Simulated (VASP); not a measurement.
# Rh (P6_3/mmc) in VASP: further runs, part 2 of 2

VASP 6.6.1. The steps go on from the part before.

## Step 3: Single point, PBE (15.51 Å³/atom)

This run uses another cell than the first one, of 15.51 Å³/atom.

INCAR

```
PREC = Accurate
ENCUT = 520
EDIFF = 1E-6
ISMEAR = 0
SIGMA = 0.1
LREAL = False
LASPH = True
NELM = 100
ALGO = Fast
ISIF = 2
LWAVE = False
LCHARG = False
GGA = PE
NBANDS = 22
```

KPOINTS

```
regular mesh
0
Gamma
  18 18 10
```

POSCAR

```
Rh
1.0
    2.8160740465      0.0000000000      0.0000000000
   -1.4080370232      2.4387916632      0.0000000000
    0.0000000000      0.0000000000      4.5156924614
Rh
2
Direct
    0.6666666667      0.3333333333      0.7500000000
    0.3333333333      0.6666666667      0.2500000000
```

Potentials or basis: VASP PAW PBE potentials, release 64 (Rh_pv).

Launch:

```
$ cat potpaw_PBE.64/Rh_pv/POTCAR > POTCAR
$ mpirun -np 1 vasp_std > vasp.out
```

Wall time 3.4 min (1 thread of Intel Xeon 8259CL, shared host); peak memory 0.24 GiB.

It converged, with:

```
Free energy            : -14.2696 eV
Pressure               : -18.9 GPa
Band gap on the k mesh : zero (bands 15 and 16 overlap by 1.97 eV)
```

Levels at points of the mesh, in eV from the Fermi level:
| k point | band 12 | band 13 | band 14 | band 15 | band 16 | band 17 | band 18 | band 19 |
| --- | --- | --- | --- | --- | --- | --- | --- | --- |
| (0.00, 0.00, 0.00) | -2.07 | -2.07 | -1.64 | -1.64 | 0.10 | 0.10 | 0.96 | 7.63 |
| (0.50, 0.00, 0.00) | -1.84 | -1.81 | 0.30 | 0.51 | 0.56 | 2.67 | 4.52 | 9.53 |
| (0.00, 0.00, 0.50) | -2.62 | -2.62 | -2.62 | -0.38 | -0.38 | -0.38 | -0.38 | 14.30 |
| (0.50, 0.00, 0.50) | -1.41 | -0.23 | -0.23 | 0.46 | 0.46 | 2.52 | 2.52 | 8.20 |

Caveat: the cell stands under tension.

## Step 4: Single point, PBE (12.41 Å³/atom)

This run uses another cell than the first one, of 12.41 Å³/atom.

INCAR

```
SYSTEM = Rh
ALGO = Normal
EDIFF = 1E-6
ENCUT = 520
GGA = PE
ISIF = 2
ISMEAR = 0
LASPH = .TRUE.
LCHARG = .FALSE.
LREAL = .FALSE.
LWAVE = .FALSE.
NBANDS = 22
NELM = 100
PREC = Accurate
SIGMA = 0.1
```

KPOINTS

```
k-points
0
G
  18 18 10
  0 0 0
```

POSCAR

```
Rh
1.0
    2.6083135013      0.0000000000      0.0000000000
   -1.3041567506      2.2588657532      0.0000000000
    0.0000000000      0.0000000000      4.2109773478
Rh
2
Direct
    0.6666666667      0.3333333333      0.7500000000
    0.3333333333      0.6666666667      0.2500000000
```

Potentials or basis: VASP PAW PBE potentials, release 64 (Rh_pv).

Launch:

```
$ cat potpaw_PBE.64/Rh_pv/POTCAR > POTCAR
$ mpirun -np 1 vasp_std > vasp.out
```

OUTCAR:

```text
SYSTEM = Rh
   EDIFF = 1E-6
   ENCUT = 520
   GGA = PE
   ISIF = 2
   ISMEAR = 0
   LASPH = .TRUE.
   LREAL = .FALSE.
   NELM = 100
   PREC = Accurate

 ion  position               nearest neighbor table
   1  0.667  0.333  0.750-   2 2.59   2 2.59   2 2.59   2 2.59   2 2.59   2 2.59
   2  0.333  0.667  0.250-   1 2.59   1 2.59   1 2.59   1 2.59   1 2.59   1 2.59

  LATTYP: Found a hexagonal cell.
 ALAT       =     2.6083135013
 C/A-ratio  =     1.6144444852

  Lattice vectors:

 A1 = (   2.6083135013,   0.0000000000,   0.0000000000)
 A2 = (  -1.3041567506,   2.2588657532,   0.0000000000)
[... 191 lines left out ...]
      4     -32.6561      2.00000
      5     -32.6396      2.00000
      6     -32.6396      2.00000
[... 589 lines left out ...]
     21      26.5708      0.00000
     22      29.2164      0.00000

 [... further k-points ...]
[... 5 lines left out ...]
  --------------------------------------------------------------------------------------
  -------------------------------------------------------------------------------------
  Total        7.0071384      7.0071384      7.0117456      0.0000000     -0.0000000      0.0000000
  in kB      452.4995615    452.4995615    452.7970795      0.0000000     -0.0000000      0.0000000
  external PRESSURE =     452.5987342 kB  Pullay stress =       0.0000000 kB

 VOLUME and BASIS-vectors are now :
 -----------------------------------------------------------------------------
  energy-cutoff  :      520.00
  volume of cell :       24.81
      direct lattice vectors                 reciprocal lattice vectors
     2.608313501  0.000000000  0.000000000     0.383389497  0.221350029  0.000000000
    -1.304156751  2.258865753  0.000000000     0.000000000  0.442700058  0.000000000
     0.000000000  0.000000000  4.210977348     0.000000000  0.000000000  0.237474562

 POSITION                                       TOTAL-FORCE (eV/Angst)
 -----------------------------------------------------------------------------------
      1.30416      0.75296      3.15823         0.000000     -0.000000      0.000000
     -0.00000      1.50591      1.05274        -0.000000      0.000000      0.000000
 -----------------------------------------------------------------------------------
    total drift:                                0.000000     -0.000000      0.000000

  FREE ENERGIE OF THE ION-ELECTRON SYSTEM (eV)
  ---------------------------------------------------
  free  energy   TOTEN  =       -14.0276410382 eV

  energy  without entropy=      -14.0138156619  energy(sigma->0) =      -14.02072835
```

stdout:

```text
POSCAR found type information on POSCAR Rh
 POSCAR found :  1 types and       2 ions
 scaLAPACK will be used
 LDA part: xc-table for (Slater+PW92), standard interpolation
 POSCAR, INCAR and KPOINTS ok, starting setup
 FFT: planning ... GRIDC
 FFT: planning ... GRID_SOFT
 FFT: planning ... GRID
 WAVECAR not read
 entering main loop
```

It took 2.1 min on 1 thread of Intel Xeon 8259CL, shared host; peak memory 0.21 GiB.

What came out:

* Free energy: -14.0276 eV
* Pressure: 45.3 GPa
* Band gap on the k mesh: zero (bands 15 and 16 overlap by 2.86 eV)

Levels at points of the mesh, in eV from the Fermi level:
```csv
k point,band 12,band 13,band 14,band 15,band 16,band 17,band 18,band 19
"(0.00, 0.00, 0.00)",-2.96,-2.96,-2.28,-2.28,0.13,0.13,0.63,9.74
"(0.50, 0.00, 0.00)",-2.62,-2.52,0.50,0.75,0.87,3.38,5.72,11.17
"(0.00, 0.00, 0.50)",-3.72,-3.72,-3.72,-0.52,-0.52,-0.52,-0.52,15.10
"(0.50, 0.00, 0.50)",-2.01,-0.41,-0.41,0.72,0.72,2.86,2.86,10.41
```

Caveat: the cell stands under pressure.

## Step 5: Overview

| cell | gap on the mesh (eV) | pressure (GPa) |
| --- | --- | --- |
| a = 2.780, b = 2.780, c = 4.465 Å, angles 90.0, 90.0, 120.0°, 2 atoms | none | -12.7 |
| a = 2.816, b = 2.816, c = 4.516 Å, angles 90.0, 90.0, 120.0°, 2 atoms | none | -18.9 |
| a = 2.608, b = 2.608, c = 4.211 Å, angles 90.0, 90.0, 120.0°, 2 atoms | none | 45.3 |

Alike in all rows: task single point; level PBE; potentials or basis VASP PAW PBE potentials, release 64 (Rh_pv); no spin polarisation; k mesh 18 × 18 × 10; cutoff (eV) 520; smearing gaussian 0.1 eV.

Caveats: the cell stands under tension (at least some runs); the cell stands under pressure (at least some runs).

Total energies depend on the potentials used, so only differences within one code and one set of settings carry meaning.
